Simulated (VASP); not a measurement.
# Mg3Sb2 (P-3m1) in VASP: notebook, part 2 of 2

VASP 6.6.1.

## 4. Relaxation of shape and atoms at fixed volume, r2SCAN (25.66 Å³/atom)

This run uses another cell than the first one, of 25.66 Å³/atom.

Contents of POSCAR:

```
Mg3Sb2
1.0
    4.5381259381      0.0000000000      0.0000000000
   -2.2690629691      3.9301323479      0.0000000000
    0.0000000000      0.0000000000      7.1930631581
Sb Mg
2 3
Direct
    0.3333333333      0.6666666667      0.2288398273
    0.6666666667      0.3333333333      0.7711601727
    0.0000000000      0.0000000000      0.0000000000
    0.3333333333      0.6666666667      0.6336972844
    0.6666666667      0.3333333333      0.3663027156
```

Contents of INCAR.step1:

```
SYSTEM = Mg3Sb2
  PREC = Accurate
  ENCUT = 660
  ISMEAR = 0
  SIGMA = 0.05
  LREAL = .FALSE.
  LASPH = .TRUE.
  NELM = 120
  GGA = PE
  ALGO = Normal
  EDIFF = 1E-5
  LWAVE = .TRUE.
  LCHARG = .FALSE.
  GGA_COMPAT = .FALSE.
  IBRION = 2
  ISIF = 3
  EDIFFG = -0.005
  NELMIN = 4
  NSW = 100
```

Contents of INCAR.step2:

```
SYSTEM = Mg3Sb2
  PREC = Accurate
  ENCUT = 660
  EDIFF = 1E-7
  ISMEAR = 0
  SIGMA = 0.05
  LREAL = .FALSE.
  LASPH = .TRUE.
  NELM = 120
  ALGO = Normal
  ISIF = 4
  LWAVE = .FALSE.
  LCHARG = .FALSE.
  METAGGA = R2SCAN
  LMIXTAU = .TRUE.
  IBRION = 2
  NSW = 60
  EDIFFG = -0.01
  ISTART = 1
  GGA_COMPAT = .FALSE.
  NELMIN = 4
```

Contents of KPOINTS:

```
Automatic mesh
0
G
  6 6 4
  0 0 0
```

Potentials or basis: VASP PAW PBE potentials, release 64 (Sb, Mg).

Command:

```bash
$ cat potpaw_PBE.64/Sb/POTCAR potpaw_PBE.64/Mg/POTCAR > POTCAR
$ cp INCAR.step1 INCAR
$ mpirun -np 1 vasp_std > vasp.out
$ cp INCAR.step2 INCAR
$ mpirun -np 1 vasp_std > vasp.out
```

OUTCAR:

```text
SYSTEM = Mg3Sb2
   PREC = Accurate
   ENCUT = 660
   EDIFF = 1E-7
   ISMEAR = 0
   LREAL = .FALSE.
   LASPH = .TRUE.
   NELM = 120
   ISIF = 4
   METAGGA = R2SCAN
   IBRION = 2
   NSW = 60
   EDIFFG = -0.01
   ISTART = 1
   NELMIN = 4

 ion  position               nearest neighbor table
   1  0.333  0.667  0.229-   5 2.80   5 2.80   5 2.80   4 2.91   3 3.09   3 3.09   3 3.09
   2  0.667  0.333  0.771-   4 2.80   4 2.80   4 2.80   5 2.91   3 3.09   3 3.09   3 3.09
   3  0.000  0.000  0.000-   1 3.09   2 3.09   1 3.09   2 3.09   2 3.09   1 3.09
   4  0.333  0.667  0.634-   2 2.80   2 2.80   2 2.80   1 2.91   5 3.25   5 3.25   5 3.25
   5  0.667  0.333  0.366-   1 2.80   1 2.80   1 2.80   2 2.91   4 3.25   4 3.25   4 3.25

  LATTYP: Found a hexagonal cell.
 ALAT       =     4.5381259381
 C/A-ratio  =     1.5850294276

  Lattice vectors:

 A1 = (   4.5381259381,   0.0000000000,   0.0000000000)
 A2 = (  -2.2690629691,   3.9301323479,   0.0000000000)
 A3 = (   0.0000000000,   0.0000000000,   7.1930631581)

Analysis of symmetry for initial positions (statically):
=====================================================================
 Subroutine PRICEL returns:
 Original cell was already a primitive cell.

 Routine SETGRP: Setting up the symmetry group for a
 hexagonal supercell.

 Subroutine GETGRP returns: Found 12 space group operations
 (whereof 12 operations were pure point group operations)
 out of a pool of 24 trial point group operations.

The static configuration has the point symmetry D_3d.

Analysis of symmetry for dynamics (positions and initial velocities):
=====================================================================
 Subroutine PRICEL returns:
 Original cell was already a primitive cell.

 Routine SETGRP: Setting up the symmetry group for a
 hexagonal supercell.

 Subroutine GETGRP returns: Found 12 space group operations
 (whereof 12 operations were pure point group operations)
 out of a pool of 24 trial point group operations.

The dynamic configuration has the point symmetry D_3d.

 Subroutine INISYM returns: Found 12 space group operations
 (whereof 12 operations are pure point group operations),
 and found     1 'primitive' translations

----------------------------------------------------------------------------------------

                                     Primitive cell

  volume of cell :     128.2914

  direct lattice vectors                    reciprocal lattice vectors
     4.538125938  0.000000000  0.000000000     0.220355277  0.127222179  0.000000000
    -2.269062969  3.930132348  0.000000000     0.000000000  0.254444357  0.000000000
     0.000000000  0.000000000  7.193063158     0.000000000  0.000000000  0.139022830

  length of vectors
     4.538125938  4.538125938  7.193063158     0.254444357  0.254444357  0.139022830

  position of ions in fractional coordinates (direct lattice)
     0.333333333  0.666666667  0.228839827
     0.666666667  0.333333333  0.771160173
     0.000000000  0.000000000  0.000000000
     0.333333333  0.666666667  0.633697284
     0.666666667  0.333333333  0.366302716

  ion indices of the primitive-cell ions
   primitive index   ion index
                 1           1
                 2           2
                 3           3
                 4           4
                 5           5

----------------------------------------------------------------------------------------

 KPOINTS: Automatic mesh

Automatic generation of k-mesh.
 Grid dimensions read from file:
 generate k-points for:    6    6    4

 Generating k-lattice:

  Cartesian coordinates                     Fractional coordinates (reciprocal lattice)
     0.036725880  0.021203696  0.000000000     0.166666667  0.000000000  0.000000000
     0.000000000  0.042407393  0.000000000     0.000000000  0.166666667  0.000000000
     0.000000000  0.000000000  0.034755708     0.000000000  0.000000000  0.250000000

  Length of vectors
     0.042407393  0.042407393  0.034755708

  Shift w.r.t. Gamma in fractional coordinates (k-lattice)
     0.000000000  0.000000000  0.000000000

 Subroutine IBZKPT returns following result:
 ===========================================

 Found     24 irreducible k-points:

 Following reciprocal coordinates:
            Coordinates               Weight
  0.000000  0.000000  0.000000      1.000000
  0.166667  0.000000  0.000000      6.000000
  0.333333 -0.000000  0.000000      6.000000
  0.500000  0.000000  0.000000      3.000000
  0.166667  0.166667  0.000000      6.000000
  0.333333  0.166667  0.000000     12.000000
[... 16 lines left out ...]
  0.333333  0.166667  0.500000     12.000000
  0.333333  0.333333  0.500000      2.000000
   k-points           NKPTS =     24   k-points in BZ     NKDIM =     24   number of bands    NBANDS=     12
   number of dos      NEDOS =    301   number of ions     NIONS =      5
   total plane-waves  NPLWV =  96000
   dimension x,y,z NGX =    40 NGY =   40 NGZ =   60
   dimension x,y,z NGXF=    80 NGYF=   80 NGZF=  120
   ions per type =               2   3
   NGX,Y,Z   is equivalent  to a cutoff of  14.65, 14.65, 13.87 a.u.
   NGXF,Y,Z  is equivalent  to a cutoff of  29.31, 29.31, 27.73 a.u.
 SYSTEM =  Mg3Sb2
   PREC   = accura    normal or accurate (medium, high low for compatibility)
   ISTART =      1    job   : 0-new  1-cont  2-samecut
   ICHARG =      0    charge: 1-file 2-atom 10-const
   ISPIN  =      1    spin polarized calculation?
   LNONCOLLINEAR =      F non collinear calculations
   LSORBIT =      F    spin-orbit coupling
   LASPH  =      T    aspherical Exc in radial PAW
   ENCUT  =  660.0 eV  48.51 Ry    6.96 a.u.   9.51  9.51 15.07*2*pi/ulx,y,z
   NELM   =    120;   NELMIN=  4; NELMDL=  0     # of ELM steps
   EDIFF  = 0.1E-06   stopping-criterion for ELM
   LREAL  =      F    real-space projection
   EDIFFG = -.1E-01   stopping-criterion for IOM
   NSW    =     60    number of steps for IOM
   IBRION =      2    ionic relax: 0-MD 1-quasi-New 2-CG
   NFREE  =      1    steps in history (QN), initial steepest desc. (CG)
   ISIF   =      4    stress and relaxation
   ISYM   =      2    0-nonsym 1-usesym 2-fastsym
   POTIM  = 0.5000    time-step for ionic-motion
   TEBEG  =    0.0;   TEEND  =   0.0 temperature during run
   PSTRESS=    0.0 pullay stress
   NELECT =      16.0000    total number of electrons
   NUPDOWN=      -1.0000    fix difference up-down
   EMIN   =  10.00;   EMAX   =-10.00  energy-range for DOS
   EFERMI =   0.00;   METHOD = LEGACY
   ISMEAR =     0;   SIGMA  =   0.05  broadening in eV -4-tet -1-fermi 0-gaus
   EFERMI_NEDOS =   21; number of points for ismear=-14 and -15
   IALGO  =     38    algorithm
   IMIX   =      4    mixing-type and parameters
     AMIX     =   0.40;   BMIX     =  1.00
     AMIX_MAG =   1.60;   BMIX_MAG =  1.00
  volume/ion in A,a.u.               =      25.66       173.15
  Fermi-wavevector in a.u.,A,eV,Ry     =   0.817929  1.545662  9.102405  0.669008
  Thomas-Fermi vector in A             =   1.928465
   LORBIT       =      0    0 simple, 1 ext, 2 COOP (PROOUT), +10 PAW based schemes
   METAGGA = R2SCAN    functional components
   LHFCALC =     F    Hartree Fock is set to
   AEXX    =    0.0000 exact exchange contribution
   IVDW    =     0    specifies the selected vdW correction
   LEPSILON=     F    determine dielectric tensor
   LRPA    =     F    only Hartree local field effects (RPA)
 conjugate gradient relaxation of ions
 non-spin polarized calculation
 Gauss-broadening in eV      SIGMA  =   0.05
  energy-cutoff  :      660.00
  volume of cell :      128.29
 maximum number of plane-waves:      5022
 NGX is ok and might be reduce to    40
   NGX = 19   NGY = 19   NGZ = 31

--------------------------------------- Ionic step        1  -------------------------------------------

 number of electron      16.0000000 magnetization

 Free energy of the ion-electron system (eV)
  ---------------------------------------------------
  ext. energy  EPLUGINS =         0.00000000
  ---------------------------------------------------
  free energy    TOTEN  =       -66.24482199 eV

  energy without entropy =      -66.24482199  energy(sigma->0) =      -66.24482199

------------------------ aborting loop because EDIFF is reached ----------------------------------------

  FORCE on cell =-STRESS in cart. coord.  units (eV):
  Direction    XX          YY          ZZ          XY          YZ          ZX
  --------------------------------------------------------------------------------------
  -------------------------------------------------------------------------------------
  Total        0.8488744      0.8488744      0.7911129     -0.0000000     -0.0000000      0.0000000
  in kB       10.6012341     10.6012341      9.8798747     -0.0000000     -0.0000000      0.0000000
  external PRESSURE =      10.3607810 kB  Pullay stress =       0.0000000 kB
[... 102 lines left out ...]
  energy  without entropy=      -66.2456000533  energy(sigma->0) =      -66.24560005

--------------------------------------- Ionic step        4  -------------------------------------------

 number of electron      16.0000000 magnetization

 Free energy of the ion-electron system (eV)
  ---------------------------------------------------
  ext. energy  EPLUGINS =         0.00000000
  ---------------------------------------------------
  free energy    TOTEN  =       -66.24561929 eV

  energy without entropy =      -66.24561929  energy(sigma->0) =      -66.24561929

 E-fermi :   4.7910     XC(G=0):  -9.2582

 val. band max:        4.5506817100   @ k =   0.0000   0.0000   0.0000
 cond. band min:       5.0821199307   @ k =   0.3333   0.3333   0.0000
 fundamental gap:      0.5314382206
 Fermi energy:         4.7909789815

 k-point     1 :       0.0000    0.0000    0.0000
  band No.  band energies     occupation
      1      -6.2739      2.00000
      2      -4.9077      2.00000
      3      -0.6056      2.00000
      4       3.3437      2.00000
      5       3.3437      2.00000
      6       4.1027      2.00000
      7       4.1027      2.00000
      8       4.5507      2.00000
      9       6.3274      0.00000
     10       6.4301      0.00000
     11       7.9492      0.00000
     12       7.9492      0.00000
[... 375 lines left out ...]
  FREE ENERGIE OF THE ION-ELECTRON SYSTEM (eV)
  ---------------------------------------------------
  free  energy   TOTEN  =       -66.2456192945 eV

  energy  without entropy=      -66.2456192945  energy(sigma->0) =      -66.24561929

 reached required accuracy - stopping structural energy minimisation
```

Wall time 5.4 min (1 thread of Intel Xeon 6975P-C (Granite Rapids), shared host); peak memory 0.37 GiB.

What came out:

| Item | Value |
| --- | --- |
| Free energy | -66.2456 eV |
| Energy gained by relaxing | 0.2 meV/atom |
| Ionic steps | 4 |
| Pressure after relaxing | 1.0 GPa |
| Largest force after relaxing | 0.008 eV/Å |
| Band gap on the k mesh | 0.53 eV (least direct gap 1.75 eV) |

Forces in eV/Å, atoms in the order of the input:
```
Sb   0.000  0.000  0.000
Sb   0.000  0.000  0.000
Mg   0.000  0.000  0.000
Mg   0.000  0.000 -0.008
Mg   0.000  0.000  0.008
```

Step by step:
```tsv
step	energy change (eV)	largest force (eV/Å)	pressure (GPa)	volume (Å³)
1	0.0000	0.0716	1.04	128.29
2	-0.0004	0.0483	1.01	128.29
3	-0.0008	0.0111	0.95	128.29
4	-0.0008	0.0076	0.96	128.29
```

Final structure:
```
Sb Mg
1.0
     4.54071    0.00000    0.00000
    -2.27035    3.93237    0.00000
     0.00000    0.00000    7.18488
Sb Mg
2 3
Direct
  0.33333 0.66667 0.22737
  0.66667 0.33333 0.77263
  0.00000 0.00000 0.00000
  0.33333 0.66667 0.63351
  0.66667 0.33333 0.36649
```

Levels at points of the mesh, in eV from the valence-band top:
```csv
k point,band 5,band 6,band 7,band 8,band 9,band 10,band 11,band 12
"(0.00, 0.00, 0.00)",-1.21,-0.45,-0.45,0.00,1.78,1.88,3.40,3.40
"(0.50, 0.00, 0.00)",-3.42,-2.47,-2.27,-0.99,0.76,2.45,2.46,3.13
"(0.00, 0.00, 0.50)",-0.87,-0.87,-0.81,-0.81,2.29,2.51,3.04,3.04
"(0.50, 0.00, 0.50)",-1.99,-1.78,-1.73,-1.63,0.89,1.64,2.15,2.53
```

Caveat: semilocal functionals underestimate gaps, and a narrow one can read as zero; the PAW data sets were made with another functional, which shifts forces and pressure a little; spin-orbit coupling is left out, which moves the levels of the heavy elements.

## 5. Overview

| level | cell | cutoff (eV) | gap on the mesh (eV) | pressure (GPa) | largest force (eV/Å) |
| --- | --- | --- | --- | --- | --- |
| BLYP | relaxed from a = 4.707, b = 4.707, c = 7.529 Å, angles 90.0, 90.0, 120.0°, 5 atoms, atomic positions A | 600 | 0.31 | -1.1 | - |
| r2SCAN | relaxed from a = 4.509, b = 4.509, c = 7.137 Å, angles 90.0, 90.0, 120.0°, 5 atoms, atomic positions B | 660 | 0.50 | 2.0 | 0.01 |
| r2SCAN | relaxed from a = 4.538, b = 4.538, c = 7.193 Å, angles 90.0, 90.0, 120.0°, 5 atoms, atomic positions C | 660 | 0.53 | 1.0 | 0.01 |

Alike in all rows: task relaxation of shape and atoms at fixed volume; potentials or basis VASP PAW PBE potentials, release 64 (Sb, Mg); no spin polarisation; k mesh 6 × 6 × 4; smearing gaussian 0.05 eV.

Caveats: semilocal functionals underestimate gaps, and a narrow one can read as zero; the PAW data sets were made with another functional, which shifts forces and pressure a little; spin-orbit coupling is left out, which moves the levels of the heavy elements.

Total energies depend on the potentials used, so only differences within one code and one set of settings carry meaning.
